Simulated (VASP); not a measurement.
# BAs (F-43m) in VASP: notebook

Runs on BAs. Level: PBE. Tasks: single point.

Program: VASP 6.6.1. These are calculated values, not measurements. Logs are shortened: lines on timing, memory, paths and dates and some standing lists are left out, and cuts for length are marked.

## (1) The cell of the first run

Symmetry: F-43m, No. 216, cubic system. The conventional cell has a = 4.711 Å, b = 4.711 Å, c = 4.711 Å, α = 90.00°, β = 90.00°, γ = 90.00°. B (site symmetry -43m) has 4 As at 2.04 Å within 2.7 Å. As (site symmetry -43m) has 4 B at 2.04 Å within 2.7 Å.

## (2) Single point, PBE (13.07 Å³/atom)

Input file INCAR:

```
SYSTEM = BAs
PREC     = Accurate       ! precision mode
ENCUT    = 520            ! plane-wave cutoff, eV
EDIFF    = 1E-6           ! SCF threshold, eV
ISMEAR   = 0              ! smearing method
SIGMA    = 0.02           ! smearing width, eV
LREAL    = .FALSE.        ! projectors in reciprocal space
LASPH    = .TRUE.         ! aspherical terms in the spheres
NELM     = 100            ! most SCF steps
ALGO     = Normal         ! electronic algorithm
ISIF     = 2              ! what is computed and relaxed
LWAVE    = .FALSE.        ! write WAVECAR
LCHARG   = .FALSE.        ! write CHGCAR
GGA      = PE             ! functional
NBANDS   = 11             ! bands
```

Input file KPOINTS:

```
regular mesh
0
G
  10 10 10
  0 0 0
```

Input file POSCAR:

```
BAs
1.0
    0.0000000000      2.3553649105      2.3553649105
    2.3553649105      0.0000000000      2.3553649105
    2.3553649105      2.3553649105      0.0000000000
B As
1 1
Direct
    0.2500000000      0.2500000000      0.2500000000
    0.5000000000      0.5000000000      0.5000000000
```

Potentials or basis: VASP PAW PBE potentials, release 64 (B, As).

Started as:

```console
> cat potpaw_PBE.64/B/POTCAR potpaw_PBE.64/As/POTCAR > POTCAR
> mpirun -np 1 vasp_std > vasp.out
```

OUTCAR:

```text
SYSTEM = BAs
   PREC = Accurate
   ENCUT = 520
   EDIFF = 1E-6
   ISMEAR = 0
   LREAL = .FALSE.
   LASPH = .TRUE.
   NELM = 100
   ISIF = 2
   GGA = PE

 ion  position               nearest neighbor table
   1  0.250  0.250  0.250-   2 2.04   2 2.04   2 2.04   2 2.04
   2  0.500  0.500  0.500-   1 2.04   1 2.04   1 2.04   1 2.04

  LATTYP: Found a face centered cubic cell.
 ALAT       =     4.7107298210

  Lattice vectors:

 A1 = (   0.0000000000,   2.3553649105,   2.3553649105)
 A2 = (   2.3553649105,   0.0000000000,   2.3553649105)
 A3 = (   2.3553649105,   2.3553649105,   0.0000000000)

Analysis of symmetry for initial positions (statically):
=====================================================================
 Subroutine PRICEL returns:
 Original cell was already a primitive cell.

 Routine SETGRP: Setting up the symmetry group for a
 face centered cubic supercell.

 Subroutine GETGRP returns: Found 24 space group operations
 (whereof 24 operations were pure point group operations)
 out of a pool of 48 trial point group operations.

The static configuration has the point symmetry T_d .

Analysis of symmetry for dynamics (positions and initial velocities):
=====================================================================
 Subroutine PRICEL returns:
 Original cell was already a primitive cell.

 Routine SETGRP: Setting up the symmetry group for a
 face centered cubic supercell.

 Subroutine GETGRP returns: Found 24 space group operations
 (whereof 24 operations were pure point group operations)
 out of a pool of 48 trial point group operations.

The dynamic configuration has the point symmetry T_d .

 Subroutine INISYM returns: Found 24 space group operations
 (whereof 24 operations are pure point group operations),
 and found     1 'primitive' translations

----------------------------------------------------------------------------------------

                                     Primitive cell

  volume of cell :      26.1339

  direct lattice vectors                    reciprocal lattice vectors
     0.000000000  2.355364911  2.355364911    -0.212281332  0.212281332  0.212281332
     2.355364911  0.000000000  2.355364911     0.212281332 -0.212281332  0.212281332
     2.355364911  2.355364911  0.000000000     0.212281332  0.212281332 -0.212281332

  length of vectors
     3.330989001  3.330989001  3.330989001     0.367682052  0.367682052  0.367682052

  position of ions in fractional coordinates (direct lattice)
     0.250000000  0.250000000  0.250000000
     0.500000000  0.500000000  0.500000000

  ion indices of the primitive-cell ions
   primitive index   ion index
                 1           1
                 2           2

----------------------------------------------------------------------------------------

 KPOINTS: regular mesh

Automatic generation of k-mesh.
 Grid dimensions read from file:
 generate k-points for:   10   10   10

 Generating k-lattice:

  Cartesian coordinates                     Fractional coordinates (reciprocal lattice)
    -0.021228133  0.021228133  0.021228133     0.100000000  0.000000000  0.000000000
     0.021228133 -0.021228133  0.021228133     0.000000000  0.100000000  0.000000000
     0.021228133  0.021228133 -0.021228133     0.000000000  0.000000000  0.100000000

  Length of vectors
     0.036768205  0.036768205  0.036768205

  Shift w.r.t. Gamma in fractional coordinates (k-lattice)
     0.000000000  0.000000000  0.000000000

 Subroutine IBZKPT returns following result:
 ===========================================

 Found     47 irreducible k-points:

 Following reciprocal coordinates:
            Coordinates               Weight
  0.000000  0.000000  0.000000      1.000000
  0.100000  0.000000  0.000000      8.000000
  0.200000  0.000000  0.000000      8.000000
  0.300000  0.000000  0.000000      8.000000
  0.400000  0.000000  0.000000      8.000000
  0.500000  0.000000  0.000000      4.000000
[... 16 lines left out ...]
  0.300000  0.300000  0.000000      6.000000
  0.400000  0.300000  0.000000     24.000000
 [... further k-points ...]
   k-points           NKPTS =     47   k-points in BZ     NKDIM =     47   number of bands    NBANDS=     11
   number of dos      NEDOS =    301   number of ions     NIONS =      2
   total plane-waves  NPLWV =  21952
   dimension x,y,z NGX =    28 NGY =   28 NGZ =   28
   dimension x,y,z NGXF=    56 NGYF=   56 NGZF=   56
   ions per type =               1   1
   NGX,Y,Z   is equivalent  to a cutoff of  13.97, 13.97, 13.97 a.u.
   NGXF,Y,Z  is equivalent  to a cutoff of  27.95, 27.95, 27.95 a.u.
 SYSTEM =  BAs
   PREC   = accura    normal or accurate (medium, high low for compatibility)
   ISTART =      0    job   : 0-new  1-cont  2-samecut
   ICHARG =      2    charge: 1-file 2-atom 10-const
   ISPIN  =      1    spin polarized calculation?
   LNONCOLLINEAR =      F non collinear calculations
   LSORBIT =      F    spin-orbit coupling
   LASPH  =      T    aspherical Exc in radial PAW
   ENCUT  =  520.0 eV  38.22 Ry    6.18 a.u.   6.19  6.19  6.19*2*pi/ulx,y,z
   NELM   =    100;   NELMIN=  2; NELMDL= -5     # of ELM steps
   EDIFF  = 0.1E-05   stopping-criterion for ELM
   LREAL  =      F    real-space projection
   EDIFFG = 0.1E-04   stopping-criterion for IOM
   NSW    =      0    number of steps for IOM
   IBRION =     -1    ionic relax: 0-MD 1-quasi-New 2-CG
   NFREE  =      0    steps in history (QN), initial steepest desc. (CG)
   ISIF   =      2    stress and relaxation
   ISYM   =      2    0-nonsym 1-usesym 2-fastsym
   POTIM  = 0.5000    time-step for ionic-motion
   TEBEG  =    0.0;   TEEND  =   0.0 temperature during run
   PSTRESS=    0.0 pullay stress
   NELECT =       8.0000    total number of electrons
   NUPDOWN=      -1.0000    fix difference up-down
   EMIN   =  10.00;   EMAX   =-10.00  energy-range for DOS
   EFERMI =   0.00;   METHOD = LEGACY
   ISMEAR =     0;   SIGMA  =   0.02  broadening in eV -4-tet -1-fermi 0-gaus
   EFERMI_NEDOS =   21; number of points for ismear=-14 and -15
   IALGO  =     38    algorithm
   IMIX   =      4    mixing-type and parameters
     AMIX     =   0.40;   BMIX     =  1.00
     AMIX_MAG =   1.60;   BMIX_MAG =  1.00
  volume/ion in A,a.u.               =      13.07        88.18
  Fermi-wavevector in a.u.,A,eV,Ry     =   1.103325  2.084981 16.562714  1.217325
  Thomas-Fermi vector in A             =   2.239781
   LORBIT       =      0    0 simple, 1 ext, 2 COOP (PROOUT), +10 PAW based schemes
   GGA     = PE    functional components
   LHFCALC =     F    Hartree Fock is set to
   AEXX    =    0.0000 exact exchange contribution
   IVDW    =     0    specifies the selected vdW correction
   LEPSILON=     F    determine dielectric tensor
   LRPA    =     F    only Hartree local field effects (RPA)
 non-spin polarized calculation
 Gauss-broadening in eV      SIGMA  =   0.02
  energy-cutoff  :      520.00
  volume of cell :       26.13
 maximum number of plane-waves:       725
 NGX is ok and might be reduce to    28
   NGX = 13   NGY = 13   NGZ = 13

 number of electron       8.0000000 magnetization

 Free energy of the ion-electron system (eV)
  ---------------------------------------------------
  ext. energy  EPLUGINS =         0.00000000
  ---------------------------------------------------
  free energy    TOTEN  =       -11.35977065 eV

  energy without entropy =      -11.35977065  energy(sigma->0) =      -11.35977065

 E-fermi :   6.6780     XC(G=0): -10.7668

 val. band max:        6.5971469080   @ k =   0.0000   0.0000   0.0000
 cond. band min:       7.7283988401   @ k =   0.4000   0.4000   0.0000
 fundamental gap:      1.1312519322
 Fermi energy:         6.6780252422

 k-point     1 :       0.0000    0.0000    0.0000
  band No.  band energies     occupation
      1      -9.1939      2.00000
      2       6.5971      2.00000
      3       6.5971      2.00000
      4       6.5971      2.00000
      5       9.9277      0.00000
      6       9.9277      0.00000
      7       9.9277      0.00000
      8      11.8236      0.00000
      9      16.3894      0.00000
     10      19.7194      0.00000
     11      19.7194      0.00000

 k-point     2 :       0.1000    0.0000    0.0000
  band No.  band energies     occupation
      1      -9.0233      2.00000
      2       5.1747      2.00000
      3       6.2806      2.00000
      4       6.2806      2.00000
      5      10.1570      0.00000
      6      10.3433      0.00000
      7      10.3433      0.00000
      8      12.6070      0.00000
      9      17.0666      0.00000
     10      18.5982      0.00000
     11      18.5982      0.00000

 k-point     3 :       0.2000    0.0000    0.0000
  band No.  band energies     occupation
      1      -8.5193      2.00000
      2       2.7397      2.00000
      3       5.6818      2.00000
      4       5.6818      2.00000
      5      10.0128      0.00000
      6      11.0827      0.00000
      7      11.0827      0.00000
      8      14.1268      0.00000
      9      17.8582      0.00000
     10      17.8582      0.00000
     11      18.0694      0.00000

 k-point     4 :       0.3000    0.0000    0.0000
  band No.  band energies     occupation
      1      -7.7168      2.00000
      2       0.3668      2.00000
      3       5.1548      2.00000
      4       5.1548      2.00000
      5       9.7672      0.00000
      6      11.4743      0.00000
      7      11.4743      0.00000
      8      15.2698      0.00000
      9      18.2051      0.00000
     10      18.3470      0.00000
     11      18.3470      0.00000
[... 239 lines left out ...]
 k-point    22 :      -0.2000    0.2000    0.0000
  band No.  band energies     occupation
      1      -7.4423      2.00000
      2       1.0128      2.00000
      3       2.3438      2.00000
      4       5.2524      2.00000
      5      10.6847      0.00000
      6      11.8273      0.00000
      7      12.7804      0.00000
      8      13.8190      0.00000
      9      16.5411      0.00000
     10      19.5008      0.00000
     11      21.2278      0.00000

 k-point    23 :       0.3000    0.3000    0.0000
  band No.  band energies     occupation
      1      -7.1984      2.00000
      2       1.3262      2.00000
      3       3.2643      2.00000
      4       3.2643      2.00000
      5       7.9635      0.00000
      6      10.2705      0.00000
      7      15.3197      0.00000
      8      15.3197      0.00000
      9      17.9823      0.00000
     10      21.9197      0.00000
     11      22.1647      0.00000

 k-point    24 :       0.4000    0.3000    0.0000
  band No.  band energies     occupation
      1      -6.4342      2.00000
      2       0.0251      2.00000
      3       2.4437      2.00000
      4       2.9563      2.00000
      5       8.2703      0.00000
      6      10.0030      0.00000
      7      15.7374      0.00000
      8      15.9434      0.00000
      9      19.0215      0.00000
     10      22.7459      0.00000
     11      22.9630      0.00000

 [... further k-points ...]
[... 5 lines left out ...]
  --------------------------------------------------------------------------------------
  -------------------------------------------------------------------------------------
  Total        1.6441842      1.6441842      1.6441842     -0.0000000     -0.0000000     -0.0000000
  in kB      100.7990542    100.7990542    100.7990542     -0.0000000     -0.0000000     -0.0000000
  external PRESSURE =     100.7990542 kB  Pullay stress =       0.0000000 kB

 VOLUME and BASIS-vectors are now :
 -----------------------------------------------------------------------------
  energy-cutoff  :      520.00
  volume of cell :       26.13
      direct lattice vectors                 reciprocal lattice vectors
     0.000000000  2.355364911  2.355364911    -0.212281332  0.212281332  0.212281332
     2.355364911  0.000000000  2.355364911     0.212281332 -0.212281332  0.212281332
     2.355364911  2.355364911  0.000000000     0.212281332  0.212281332 -0.212281332

 POSITION                                       TOTAL-FORCE (eV/Angst)
 -----------------------------------------------------------------------------------
      1.17768      1.17768      1.17768         0.000000      0.000000     -0.000000
      2.35536      2.35536      2.35536        -0.000000     -0.000000      0.000000
 -----------------------------------------------------------------------------------
    total drift:                               -0.000000     -0.000000     -0.000000

  FREE ENERGIE OF THE ION-ELECTRON SYSTEM (eV)
  ---------------------------------------------------
  free  energy   TOTEN  =       -11.3597706467 eV

  energy  without entropy=      -11.3597706467  energy(sigma->0) =      -11.35977065
```

Run time: 20 s. Hardware: 1 thread of Intel Xeon Platinum 8259CL at 2.50GHz (Skylake/Cascade Lake), shared host; peak memory 0.16 GiB.

Results:

- Free energy: -11.3598 eV
- Pressure: 10.1 GPa
- Band gap on the k mesh: 1.13 eV (least direct gap 3.33 eV)

Caveat: the cell stands under pressure. A k mesh can miss the band edges.

## (3) Single point, PBE

This run uses another cell than the first one, of 13.90 Å³/atom.

Input file INCAR:

```
SYSTEM = BAs
PREC = Accurate
ENCUT = 520
EDIFF = 1E-6
ISMEAR = 0
SIGMA = 0.02
LREAL = .False.
LASPH = .True.
NELM = 60
ALGO = Normal
ISIF = 2
LWAVE = .False.
LCHARG = .False.
GGA = PE
NBANDS = 11
```

Input file KPOINTS:

```
regular mesh
0
Gamma
  10 10 10
  0 0 0
```

Input file POSCAR:

```
BAs
1.0
    0.0000000000      2.4044490725      2.4044490725
    2.4044490725      0.0000000000      2.4044490725
    2.4044490725      2.4044490725      0.0000000000
B As
1 1
Direct
    0.2500000000      0.2500000000      0.2500000000
    0.5000000000      0.5000000000      0.5000000000
```

Potentials or basis: VASP PAW PBE potentials, release 64 (B, As).

Started as:

```console
> cat potpaw_PBE.64/B/POTCAR potpaw_PBE.64/As/POTCAR > POTCAR
> mpirun -np 1 vasp_std > vasp.out
```

OUTCAR:

```text
SYSTEM = BAs
   PREC = Accurate
   ENCUT = 520
   EDIFF = 1E-6
   ISMEAR = 0
   LREAL = .False.
   LASPH = .True.
   NELM = 60
   ISIF = 2
   GGA = PE

 ion  position               nearest neighbor table
   1  0.250  0.250  0.250-   2 2.08   2 2.08   2 2.08   2 2.08
   2  0.500  0.500  0.500-   1 2.08   1 2.08   1 2.08   1 2.08

  LATTYP: Found a face centered cubic cell.
 ALAT       =     4.8088981450

  Lattice vectors:

 A1 = (   0.0000000000,   2.4044490725,   2.4044490725)
 A2 = (   2.4044490725,   0.0000000000,   2.4044490725)
 A3 = (   2.4044490725,   2.4044490725,   0.0000000000)

Analysis of symmetry for initial positions (statically):
=====================================================================
 Subroutine PRICEL returns:
 Original cell was already a primitive cell.

 Routine SETGRP: Setting up the symmetry group for a
 face centered cubic supercell.

 Subroutine GETGRP returns: Found 24 space group operations
 (whereof 24 operations were pure point group operations)
 out of a pool of 48 trial point group operations.

The static configuration has the point symmetry T_d .

Analysis of symmetry for dynamics (positions and initial velocities):
[... 167 lines left out ...]
 k-point     1 :       0.0000    0.0000    0.0000
  band No.  band energies     occupation
      1      -9.3128      2.00000
      2       5.9078      2.00000
      3       5.9078      2.00000
      4       5.9078      2.00000
      5       9.1595      0.00000
      6       9.1595      0.00000
      7       9.1595      0.00000
      8      10.3420      0.00000
      9      15.3947      0.00000
     10      18.7780      0.00000
     11      18.7780      0.00000
[... 309 lines left out ...]
 k-point    24 :       0.4000    0.3000    0.0000
  band No.  band energies     occupation
      1      -6.7231      2.00000
      2      -0.4967      2.00000
      3       2.0138      2.00000
      4       2.4935      2.00000
      5       7.6142      0.00000
      6       9.2959      0.00000
      7      14.6022      0.00000
      8      14.8457      0.00000
      9      17.7878      0.00000
     10      21.4713      0.00000
     11      21.6499      0.00000

 [... further k-points ...]
[... 5 lines left out ...]
  --------------------------------------------------------------------------------------
  -------------------------------------------------------------------------------------
  Total        0.1084626      0.1084626      0.1084626     -0.0000000     -0.0000000     -0.0000000
  in kB        6.2504852      6.2504852      6.2504852     -0.0000000     -0.0000000     -0.0000000
  external PRESSURE =       6.2504852 kB  Pullay stress =       0.0000000 kB

 VOLUME and BASIS-vectors are now :
 -----------------------------------------------------------------------------
  energy-cutoff  :      520.00
  volume of cell :       27.80
      direct lattice vectors                 reciprocal lattice vectors
     0.000000000  2.404449072  2.404449072    -0.207947844  0.207947844  0.207947844
     2.404449072  0.000000000  2.404449072     0.207947844 -0.207947844  0.207947844
     2.404449072  2.404449072  0.000000000     0.207947844  0.207947844 -0.207947844

 POSITION                                       TOTAL-FORCE (eV/Angst)
 -----------------------------------------------------------------------------------
      1.20222      1.20222      1.20222        -0.000000     -0.000000     -0.000000
      2.40445      2.40445      2.40445         0.000000      0.000000      0.000000
 -----------------------------------------------------------------------------------
    total drift:                               -0.000000     -0.000000     -0.000000

  FREE ENERGIE OF THE ION-ELECTRON SYSTEM (eV)
  ---------------------------------------------------
  free  energy   TOTEN  =       -11.4134009069 eV

  energy  without entropy=      -11.4134009069  energy(sigma->0) =      -11.41340091
```

OSZICAR:

```text
N       E                     dE             d eps       ncg     rms          rms(c)
DAV:   1     0.145220635921E+02    0.14522E+02   -0.37570E+03  1034   0.623E+02
DAV:   2    -0.112691732694E+02   -0.25791E+02   -0.24978E+02  1379   0.110E+02
DAV:   3    -0.120126966713E+02   -0.74352E+00   -0.74234E+00  1291   0.174E+01
DAV:   4    -0.120146083280E+02   -0.19117E-02   -0.19116E-02  1129   0.102E+00
DAV:   5    -0.120146114627E+02   -0.31348E-05   -0.31347E-05  1237   0.440E-02    0.479E+00
DAV:   6    -0.114742174088E+02    0.54039E+00   -0.15233E+00  1097   0.496E+00    0.233E+00
DAV:   7    -0.114194414062E+02    0.54776E-01   -0.17884E-01  1205   0.208E+00    0.968E-01
DAV:   8    -0.114129368087E+02    0.65046E-02   -0.19775E-02  1163   0.795E-01    0.962E-02
DAV:   9    -0.114132375215E+02   -0.30071E-03   -0.77736E-04  1172   0.159E-01    0.565E-02
DAV:  10    -0.114133945685E+02   -0.15705E-03   -0.19306E-04  1084   0.845E-02    0.120E-02
DAV:  11    -0.114134006835E+02   -0.61149E-05   -0.55970E-06  1281   0.158E-02    0.101E-02
DAV:  12    -0.114134009069E+02   -0.22349E-06   -0.27932E-06  1094   0.910E-03
   1 F= -.11413401E+02 E0= -.11413401E+02  d E =-.413602E-22
```

Wall time 20 s (1 thread of Intel Xeon Platinum 8259CL at 2.50GHz (Skylake/Cascade Lake), shared host); peak memory 0.16 GiB.

What came out:

- Free energy: -11.4134 eV
- Pressure: 0.6 GPa
- Band gap on the k mesh: 1.20 eV (least direct gap 3.25 eV)

A k mesh can miss the band edges.
